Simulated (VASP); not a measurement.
# Cu4O (I-43m) in VASP: relaxation of cell and atoms with PBE

Aim: the relaxation of cell and atoms of Cu4O with PBE.

Everything below comes from runs of VASP 6.6.1. Logs are shortened: lines on timing, memory, paths and dates and some standing lists are left out, and cuts for length are marked.

### 1 The cell of the first run

It takes space group I-43m (No. 217, cubic). Conventional cell: a = 5.070 Å, b = 5.070 Å, c = 5.070 Å, α = 90.00°, β = 90.00°, γ = 90.00°. Cu (site symmetry 3m) has 2 O at 2.06 to 2.33 Å and 6 Cu at 2.54 Å within 2.7 Å. Within 2.7 Å of O (site symmetry -43m) lie 8 Cu at 2.06 to 2.33 Å.

The cell was built from a structure type or drawn by symmetry, and may not be a known phase.

### 2 Relaxation of cell and atoms, PBE

INCAR

```
SYSTEM = Cu4O
PREC = Accurate ; ENCUT = 600
EDIFF = 1E-6 ; ISMEAR = 0
SIGMA = 0.1 ; LREAL = .False.
LASPH = .True. ; NELM = 60
ALGO = Normal ; ISIF = 3
LWAVE = .False. ; LCHARG = .False.
GGA = PE ; IBRION = 2
NSW = 100 ; EDIFFG = -0.01
```

KPOINTS

```
regular mesh
0
Gamma
  10 10 10
  0 0 0
```

POSCAR

```
Cu4O
1.0
   -2.5349434246      2.5349434246      2.5349434246
    2.5349434246     -2.5349434246      2.5349434246
    2.5349434246      2.5349434246     -2.5349434246
Cu O
4 1
Direct
    0.0000000000      0.0000000000      0.5305557968
    0.5305557968      0.0000000000      0.0000000000
    0.0000000000      0.5305557968      0.0000000000
    0.4694442032      0.4694442032      0.4694442032
    0.0000000000      0.0000000000      0.0000000000
```

Potentials or basis: VASP PAW PBE potentials, release 64 (Cu, O).

Command:

```console
$ cat potpaw_PBE.64/Cu/POTCAR potpaw_PBE.64/O/POTCAR > POTCAR
$ mpirun -np 1 vasp_std > vasp.out
```

OUTCAR:

```text
SYSTEM = Cu4O
   PREC = Accurate
   ENCUT = 600
   EDIFF = 1E-6
   ISMEAR = 0
   LREAL = .False.
   LASPH = .True.
   NELM = 60
   ISIF = 3
   GGA = PE
   IBRION = 2
   NSW = 100
   EDIFFG = -0.01

 ion  position               nearest neighbor table
   1  0.000  0.000  0.531-   5 2.06   5 2.33   4 2.54   2 2.54   2 2.54   3 2.54   3 2.54   4 2.54

   2  0.531  0.000  0.000-   5 2.06   5 2.33   4 2.54   3 2.54   4 2.54   1 2.54   3 2.54   1 2.54

   3  0.000  0.531  0.000-   5 2.06   5 2.33   4 2.54   2 2.54   1 2.54   2 2.54   1 2.54   4 2.54

   4  0.469  0.469  0.469-   5 2.06   5 2.33   3 2.54   2 2.54   1 2.54   2 2.54   3 2.54   1 2.54

   5  0.000  0.000  0.000-   1 2.06   2 2.06   3 2.06   4 2.06   3 2.33   1 2.33   2 2.33   4 2.33

  LATTYP: Found a body centered cubic cell.
 ALAT       =     5.0698868492

  Lattice vectors:

 A1 = (  -2.5349434246,   2.5349434246,   2.5349434246)
 A2 = (   2.5349434246,  -2.5349434246,   2.5349434246)
 A3 = (   2.5349434246,   2.5349434246,  -2.5349434246)

Analysis of symmetry for initial positions (statically):
=====================================================================
 Subroutine PRICEL returns:
 Original cell was already a primitive cell.

 Routine SETGRP: Setting up the symmetry group for a
 body centered cubic supercell.

 Subroutine GETGRP returns: Found 24 space group operations
 (whereof 24 operations were pure point group operations)
 out of a pool of 48 trial point group operations.

The static configuration has the point symmetry T_d .

Analysis of symmetry for dynamics (positions and initial velocities):
=====================================================================
 Subroutine PRICEL returns:
 Original cell was already a primitive cell.

 Routine SETGRP: Setting up the symmetry group for a
 body centered cubic supercell.

 Subroutine GETGRP returns: Found 24 space group operations
 (whereof 24 operations were pure point group operations)
 out of a pool of 48 trial point group operations.

The dynamic configuration has the point symmetry T_d .

 Subroutine INISYM returns: Found 24 space group operations
 (whereof 24 operations are pure point group operations),
 and found     1 'primitive' translations

----------------------------------------------------------------------------------------

                                     Primitive cell

  volume of cell :      65.1576

  direct lattice vectors                    reciprocal lattice vectors
    -2.534943425  2.534943425  2.534943425     0.000000000  0.197243061  0.197243061
     2.534943425 -2.534943425  2.534943425     0.197243061  0.000000000  0.197243061
     2.534943425  2.534943425 -2.534943425     0.197243061  0.197243061  0.000000000

  length of vectors
     4.390650806  4.390650806  4.390650806     0.278943812  0.278943812  0.278943812

  position of ions in fractional coordinates (direct lattice)
     0.000000000  0.000000000  0.530555797
     0.530555797  0.000000000  0.000000000
     0.000000000  0.530555797  0.000000000
     0.469444203  0.469444203  0.469444203
     0.000000000  0.000000000  0.000000000

  ion indices of the primitive-cell ions
   primitive index   ion index
                 1           1
                 2           2
                 3           3
                 4           4
                 5           5

----------------------------------------------------------------------------------------

 KPOINTS: regular mesh

Automatic generation of k-mesh.
 Grid dimensions read from file:
 generate k-points for:   10   10   10

 Generating k-lattice:

  Cartesian coordinates                     Fractional coordinates (reciprocal lattice)
     0.000000000  0.019724306  0.019724306     0.100000000  0.000000000  0.000000000
     0.019724306  0.000000000  0.019724306     0.000000000  0.100000000  0.000000000
     0.019724306  0.019724306  0.000000000     0.000000000  0.000000000  0.100000000

  Length of vectors
     0.027894381  0.027894381  0.027894381

  Shift w.r.t. Gamma in fractional coordinates (k-lattice)
     0.000000000  0.000000000  0.000000000

 Subroutine IBZKPT returns following result:
 ===========================================

 Found     47 irreducible k-points:

 Following reciprocal coordinates:
            Coordinates               Weight
  0.000000  0.000000  0.000000      1.000000
  0.100000  0.000000  0.000000     12.000000
  0.200000  0.000000  0.000000     12.000000
  0.300000  0.000000  0.000000     12.000000
  0.400000  0.000000  0.000000     12.000000
  0.500000  0.000000  0.000000      6.000000
[... 16 lines left out ...]
  0.300000  0.300000  0.100000      8.000000
 -0.300000  0.300000  0.100000     24.000000
 [... further k-points ...]
   k-points           NKPTS =     47   k-points in BZ     NKDIM =     47   number of bands    NBANDS=     30
   number of dos      NEDOS =    301   number of ions     NIONS =      5
   total plane-waves  NPLWV =  46656
   dimension x,y,z NGX =    36 NGY =   36 NGZ =   36
   dimension x,y,z NGXF=    72 NGYF=   72 NGZF=   72
   ions per type =               4   1
   NGX,Y,Z   is equivalent  to a cutoff of  13.63, 13.63, 13.63 a.u.
   NGXF,Y,Z  is equivalent  to a cutoff of  27.26, 27.26, 27.26 a.u.
 SYSTEM =  Cu4O
   PREC   = accura    normal or accurate (medium, high low for compatibility)
   ISTART =      0    job   : 0-new  1-cont  2-samecut
   ICHARG =      2    charge: 1-file 2-atom 10-const
   ISPIN  =      1    spin polarized calculation?
   LNONCOLLINEAR =      F non collinear calculations
   LSORBIT =      F    spin-orbit coupling
   LASPH  =      T    aspherical Exc in radial PAW
   ENCUT  =  600.0 eV  44.10 Ry    6.64 a.u.   8.77  8.77  8.77*2*pi/ulx,y,z
   NELM   =     60;   NELMIN=  2; NELMDL= -5     # of ELM steps
   EDIFF  = 0.1E-05   stopping-criterion for ELM
   LREAL  =      F    real-space projection
   EDIFFG = -.1E-01   stopping-criterion for IOM
   NSW    =    100    number of steps for IOM
   IBRION =      2    ionic relax: 0-MD 1-quasi-New 2-CG
   NFREE  =      1    steps in history (QN), initial steepest desc. (CG)
   ISIF   =      3    stress and relaxation
   ISYM   =      2    0-nonsym 1-usesym 2-fastsym
   POTIM  = 0.5000    time-step for ionic-motion
   TEBEG  =    0.0;   TEEND  =   0.0 temperature during run
   PSTRESS=    0.0 pullay stress
   NELECT =      50.0000    total number of electrons
   NUPDOWN=      -1.0000    fix difference up-down
   EMIN   =  10.00;   EMAX   =-10.00  energy-range for DOS
   EFERMI =   0.00;   METHOD = LEGACY
   ISMEAR =     0;   SIGMA  =   0.10  broadening in eV -4-tet -1-fermi 0-gaus
   EFERMI_NEDOS =   21; number of points for ismear=-14 and -15
   IALGO  =     38    algorithm
   IMIX   =      4    mixing-type and parameters
     AMIX     =   0.40;   BMIX     =  1.00
     AMIX_MAG =   1.60;   BMIX_MAG =  1.00
  volume/ion in A,a.u.               =      13.03        87.94
  Fermi-wavevector in a.u.,A,eV,Ry     =   1.498798  2.832318 30.564083  2.246397
  Thomas-Fermi vector in A             =   2.610511
   LORBIT       =      0    0 simple, 1 ext, 2 COOP (PROOUT), +10 PAW based schemes
   GGA     = PE    functional components
   LHFCALC =     F    Hartree Fock is set to
   AEXX    =    0.0000 exact exchange contribution
   IVDW    =     0    specifies the selected vdW correction
   LEPSILON=     F    determine dielectric tensor
   LRPA    =     F    only Hartree local field effects (RPA)
 conjugate gradient relaxation of ions
 non-spin polarized calculation
 Gauss-broadening in eV      SIGMA  =   0.10
  energy-cutoff  :      600.00
  volume of cell :       65.16
 maximum number of plane-waves:      2214
   NGX = 17   NGY = 17   NGZ = 17

--------------------------------------- Ionic step        1  -------------------------------------------

 number of electron      49.9999986 magnetization

 Free energy of the ion-electron system (eV)
  ---------------------------------------------------
  ext. energy  EPLUGINS =         0.00000000
  ---------------------------------------------------
  free energy    TOTEN  =       -18.58683456 eV

  energy without entropy =      -18.58371391  energy(sigma->0) =      -18.58527424

------------------------ aborting loop because EDIFF is reached ----------------------------------------

  FORCE on cell =-STRESS in cart. coord.  units (eV):
  Direction    XX          YY          ZZ          XY          YZ          ZX
  --------------------------------------------------------------------------------------
  -------------------------------------------------------------------------------------
  Total        0.0254289      0.0254289      0.0254289     -0.0000000      0.0000000      0.0000000
  in kB        0.6252789      0.6252789      0.6252789     -0.0000000      0.0000000      0.0000000
  external PRESSURE =       0.6252789 kB  Pullay stress =       0.0000000 kB
[... 98 lines left out ...]
  FREE ENERGIE OF THE ION-ELECTRON SYSTEM (eV)
  ---------------------------------------------------
  free  energy   TOTEN  =       -18.5878469396 eV

  energy  without entropy=      -18.5848358845  energy(sigma->0) =      -18.58634141

[... ionic steps 4 to 11 ...]

--------------------------------------- Ionic step       12  -------------------------------------------

 number of electron      50.0000004 magnetization

------------------------ aborting loop because EDIFF is reached ----------------------------------------

  FORCE on cell =-STRESS in cart. coord.  units (eV):
  Direction    XX          YY          ZZ          XY          YZ          ZX
  --------------------------------------------------------------------------------------
  -------------------------------------------------------------------------------------
  Total        0.1411871      0.1411871      0.1411871     -0.0000000      0.0000000     -0.0000000
  in kB        3.5025826      3.5025826      3.5025826     -0.0000000      0.0000000     -0.0000000
  external PRESSURE =       3.5025826 kB  Pullay stress =       0.0000000 kB
[... 63 lines left out ...]
  energy  without entropy=      -18.5879982703  energy(sigma->0) =      -18.58939562

--------------------------------------- Ionic step       14  -------------------------------------------

 number of electron      50.0000005 magnetization

 Free energy of the ion-electron system (eV)
  ---------------------------------------------------
  ext. energy  EPLUGINS =         0.00000000
  ---------------------------------------------------
  free energy    TOTEN  =       -18.59094225 eV

  energy without entropy =      -18.58817039  energy(sigma->0) =      -18.58955632

 E-fermi :   5.6695     XC(G=0): -11.5504

 val. band max:        5.6236728721   @ k =  -0.4000   0.4000   0.4000
 cond. band min:       5.7474591900   @ k =  -0.4000   0.5000   0.3000
 fundamental gap:      0.1237863179
 Fermi energy:         5.6694762980

 k-point     1 :       0.0000    0.0000    0.0000
  band No.  band energies     occupation
      1     -14.0683      2.00000
      2      -0.7229      2.00000
      3       0.2033      2.00000
      4       0.2033      2.00000
      5       0.2033      2.00000
      6       1.7093      2.00000
[... 781 lines left out ...]
     29      10.9866      0.00000
     30      11.4896      0.00000

 [... further k-points ...]

------------------------ aborting loop because EDIFF is reached ----------------------------------------

  FORCE on cell =-STRESS in cart. coord.  units (eV):
  Direction    XX          YY          ZZ          XY          YZ          ZX
  --------------------------------------------------------------------------------------
  -------------------------------------------------------------------------------------
  Total       -0.0436693     -0.0436693     -0.0436693      0.0000000     -0.0000000     -0.0000000
  in kB       -1.0796709     -1.0796709     -1.0796709      0.0000000     -0.0000000     -0.0000000
  external PRESSURE =      -1.0796709 kB  Pullay stress =       0.0000000 kB
[... 20 lines left out ...]
  FREE ENERGIE OF THE ION-ELECTRON SYSTEM (eV)
  ---------------------------------------------------
  free  energy   TOTEN  =       -18.5909422531 eV

  energy  without entropy=      -18.5881703941  energy(sigma->0) =      -18.58955632

 reached required accuracy - stopping structural energy minimisation
```

It took 5.9 min on 1 thread of Intel Xeon 6975P-C (Granite Rapids), shared host; peak memory 0.27 GiB.

Results:

| Item | Value |
| --- | --- |
| Free energy | -18.5909 eV |
| Relaxed volume | 12.96 Å³/atom |
| Relaxed cell | a = 4.383 Å, b = 4.383 Å, c = 4.383 Å, α = 109.47°, β = 109.47°, γ = 109.47° |
| Space group after relaxing (to 0.1 Å) | I-43m (No. 217) |
| Energy gained by relaxing | 0.8 meV/atom |
| Ionic steps | 14 |
| Pressure after relaxing | -0.1 GPa |
| Largest force after relaxing | 0.005 eV/Å |
| Band gap on the k mesh | zero (bands 25 and 26 overlap by 1.12 eV) |

Forces in eV/Å, atoms in the order of the input:
```
Cu  -0.003 -0.003  0.003
Cu   0.003 -0.003 -0.003
Cu  -0.003  0.003 -0.003
Cu   0.003  0.003  0.003
O    0.000  0.000  0.000
```

The path:
| step | energy change (eV) | largest force (eV/Å) | pressure (GPa) | volume (Å³) |
| --- | --- | --- | --- | --- |
| 1 | 0.0000 | 0.0446 | 0.06 | 65.16 |
| 2 | -0.0004 | 0.0399 | -0.02 | 65.21 |
| 3 | -0.0010 | 0.0275 | -0.46 | 65.35 |
| 4 | -0.0011 | 0.0232 | -0.59 | 65.41 |
| 5 | -0.0012 | 0.0225 | -0.59 | 65.39 |
| 6 | -0.0016 | 0.0214 | -0.44 | 65.33 |
| 7 | -0.0023 | 0.0190 | -0.34 | 65.22 |
| 8 | -0.0033 | 0.0143 | -0.11 | 64.99 |
| 9 | -0.0039 | 0.0075 | 0.42 | 64.53 |
| 10 | -0.0040 | 0.0092 | 0.18 | 64.67 |
| 11 | -0.0040 | 0.0087 | 0.18 | 64.63 |
| 12 | -0.0039 | 0.0082 | 0.35 | 64.58 |
| 13 | -0.0040 | 0.0085 | 0.35 | 64.62 |
| 14 | -0.0041 | 0.0050 | -0.11 | 64.80 |

Final structure:
```
CELL_PARAMETERS angstrom
-2.53034 2.53034 2.53034
2.53034 -2.53034 2.53034
2.53034 2.53034 -2.53034
ATOMIC_POSITIONS crystal
Cu 0.00000 0.00000 0.52023
Cu 0.52023 0.00000 0.00000
Cu 0.00000 0.52023 0.00000
Cu 0.47977 0.47977 0.47977
O 0.00000 0.00000 0.00000
```

Levels at points of the mesh, in eV from the Fermi level:
```csv
k point,band 21,band 22,band 23,band 24,band 25,band 26,band 27,band 28,band 29,band 30
"(0.00, 0.00, 0.00)",-1.70,-1.70,-1.27,-1.27,-1.27,3.50,3.50,3.50,6.27,6.27
"(0.50, 0.00, 0.00)",-1.97,-1.93,-1.83,-1.42,-0.99,0.96,2.17,3.80,4.32,5.39
"(0.50, 0.50, 0.50)",-1.56,-1.15,-1.15,-0.78,-0.78,-0.78,3.09,3.09,3.09,3.90
```

With open d or f shells a metallic result of PBE can be an artefact of self-interaction; +U or a hybrid may open a gap.
